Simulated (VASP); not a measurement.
Wanted: the native input for a VASP 6.6.1 run.

* Task: single point
* Functional: PBE
* Potentials or basis: VASP PAW PBE potentials, release 64 (As)
* Cutoff: 520 eV
* k mesh: 9 × 9 × 9
* Occupations: gaussian, width 0.027 eV
* Spin: no spin polarisation
* Dipole correction: no
* Further INCAR settings: ALGO = Normal; EDIFF = 1e-06; NBANDS = 12

The structure of As lies in POSCAR:

```
As
1.0
    1.8807968987      1.0858785957      3.5140619945
   -1.8807968987      1.0858785957      3.5140619945
    0.0000000000     -2.1717571915      3.5140619945
As
2
Direct
    0.2260000000      0.2260000000      0.2260000000
    0.7740000000      0.7740000000      0.7740000000
```

These files were run (other wordings do the same):

INCAR

```
SYSTEM = As
PREC = Accurate
ENCUT = 520
EDIFF = 1E-6
ISMEAR = 0
SIGMA = 0.027000000000000003
LREAL = .FALSE.
LASPH = .TRUE.
NELM = 100
ALGO = Normal
ISIF = 2
LWAVE = .FALSE.
LCHARG = .TRUE.
GGA = PE
LELF = .TRUE.
LVHAR = .TRUE.
NBANDS = 12
```

KPOINTS

```
Automatic mesh
0
G
  9 9 9
  0 0 0
```

Potentials or basis: VASP PAW PBE potentials, release 64 (As).

The run is started by

```bash
$ cat potpaw_PBE.64/As/POTCAR > POTCAR
$ mpirun -np 1 vasp_std > vasp.out
```

Results of the run:

The pressure is 4.1 GPa. The largest force is 0.491 eV/Å and the band gap on the k mesh is zero (band 5 reaches 5.50 eV, above the bottom of band 6 at 5.39 eV).

It took 20 s on 1 thread of AMD EPYC 9R45 96-Core Processor (Zen 5), with other jobs on the host, peak memory 0.16 GiB.
